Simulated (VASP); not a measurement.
The system is SiC.

```
Si C
1.0
     0.00000    2.18000    2.18000
     2.18000    0.00000    2.18000
     2.18000    2.18000    0.00000
Si C
1 1
Cartesian
  0.0000 0.0000 0.0000
  1.0900 1.0900 1.0900
```

Program: VASP 6.6.1. Alike in all runs: task single point; no spin polarisation; cell as given; k mesh 8 × 8 × 8; smearing gaussian 0.01 eV.

Task: Order these runs on this cell by their pressure, lowest first.
A. level LDA; potentials or basis VASP PAW LDA potentials, release 64 (Si, C); cutoff (eV) 600
B. level PBE; potentials or basis VASP PAW PBE potentials, release 64 (Si, C); cutoff (eV) 600
C. level r2SCAN; potentials or basis VASP PAW PBE potentials, release 64 (Si, C); cutoff (eV) 660

Result: A (-4.5 GPa), C (-1.0 GPa), B (2.8 GPa).

Caveats: the PAW data sets were made with another functional, which shifts forces and pressure a little (at least some runs); the cell stands under tension (at least some runs).
